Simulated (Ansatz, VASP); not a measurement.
## Pb: VASP beside Ansatz

```
Pb
1.0
     1.91989    1.10845    5.23269
    -1.91989    1.10845    5.23269
     0.00000   -2.21689    5.23269
Pb
2
Direct
  0.16400 0.16400 0.16400
  0.83600 0.83600 0.83600
```

Alike in both runs: task single point; functional PBEsol; k mesh 6 × 6 × 6; occupations gaussian, width 0.1 eV; no spin polarisation.

|  | VASP | Ansatz |
| --- | --- | --- |
| version | VASP 6.6.1 | Ansatz 0.2.0 |
| potentials or method | VASP PAW PBE potentials, release 64 (Pb_d), cutoff 500 eV | scalar-relativistic, plane waves, PAW |
| valence electrons in the cell | 28 | 28 |

VASP gave:

* gap on the k mesh at the Fermi level (eV): none
* pressure (GPa): 77.6
* traceless stress, the component that is largest in VASP (GPa): -77.84
* rms of the force components (eV/Å): 0.876

Q: What did Ansatz give for the same quantities?

A: gap on the k mesh at the Fermi level (eV): none; pressure (GPa): 77.5; traceless stress, the component that is largest in VASP (GPa): -77.81; rms of the force components (eV/Å): 0.886.

VASP's potentials were made for PBE, not for PBEsol. Atom by atom the forces differ by 0.010 eV/Å (rms over components). A gap of «none» marks a metal or a gap that the smearing closes. Both programs put the cell under a high pressure, so it lies far from rest at this level. With one functional, cell and mesh, what is left measures potentials, basis and numerics.

Neither program's run includes spin-orbit coupling. Noted on VASP's run: the cell as given lies far from equilibrium.
